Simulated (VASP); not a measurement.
## CoSi2: single point with LDA

Crystal: CoSi2.

```
CELL_PARAMETERS angstrom
0.00000 2.64181 2.64181
2.64181 0.00000 2.64181
2.64181 2.64181 0.00000
ATOMIC_POSITIONS crystal
Co 0.00000 0.00000 0.00000
Si 0.75000 0.75000 0.75000
Si 0.25000 0.25000 0.25000
```

```json
{"Program": "VASP 6.6.1", "Task": "single point", "Functional": "LDA", "Potentials or basis": "VASP PAW LDA potentials, release 64 (Co, Si)", "Cutoff": "520 eV", "k mesh": "9 × 9 × 9", "Occupations": "fermi-dirac, width 0.05 eV", "Spin": "collinear spin, ferromagnetic start", "Starting moments": "[2.0, 0.0, 0.0] μB", "Dipole correction": "no", "Further INCAR settings": "ALGO = Normal; EDIFF = 1e-06; NBANDS = 20"}
```

- Pressure: -0.8 GPa
- Net moment: 0.00 μB per cell
- Valence electrons inside the program's atomic spheres: Co 8.99; Si 1.63

Levels at points of the mesh, in eV from the Fermi level:
Spin up:
| k point | band 5 | band 6 | band 7 | band 8 | band 9 | band 10 | band 11 | band 12 | band 13 | band 14 |
| --- | --- | --- | --- | --- | --- | --- | --- | --- | --- | --- |
| (0.00, 0.00, 0.00) | -2.01 | -2.01 | 1.12 | 3.52 | 3.52 | 3.52 | 3.62 | 3.62 | 3.62 | 5.84 |
Spin down:
| k point | band 6 | band 7 | band 8 | band 9 | band 10 | band 11 | band 12 | band 13 |
| --- | --- | --- | --- | --- | --- | --- | --- | --- |
| (0.00, 0.00, 0.00) | -2.01 | 1.12 | 3.52 | 3.52 | 3.52 | 3.62 | 3.62 | 3.62 |

It took 83 s on 1 thread of Intel Xeon 8259CL, on a shared host, peak memory 0.17 GiB.

Caveat: the moments typed at the start vanished in this run.
